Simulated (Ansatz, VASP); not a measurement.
# Ag: VASP beside Ansatz

```
Ag
1.0
    -1.64941    1.64941    1.64941
     1.64941   -1.64941    1.64941
     1.64941    1.64941   -1.64941
Ag
1
Direct
  0.00000 0.00000 0.00000
```

Alike in both runs: task single point; functional PBE; k mesh 8 × 8 × 8; occupations gaussian, width 0.05 eV; no spin polarisation.

|  | VASP | Ansatz |
| --- | --- | --- |
| version | VASP 6.6.1 | Ansatz 0.2.0 |
| potentials or method | VASP PAW PBE potentials, release 64 (Ag), cutoff 520 eV | scalar-relativistic, plane waves, PAW |
| valence electrons in the cell | 11 | 19 |

```csv
,VASP,Ansatz,Ansatz less VASP
gap on the k mesh at the Fermi level (eV),none,none,-
pressure (GPa),-0.1,0.1,+0.12
```

A gap of «none» marks a metal or a gap that the smearing closes. VASP's potentials hold 11 valence electrons a cell and Ansatz's 19, so a difference there can come from the potentials and not from the codes.
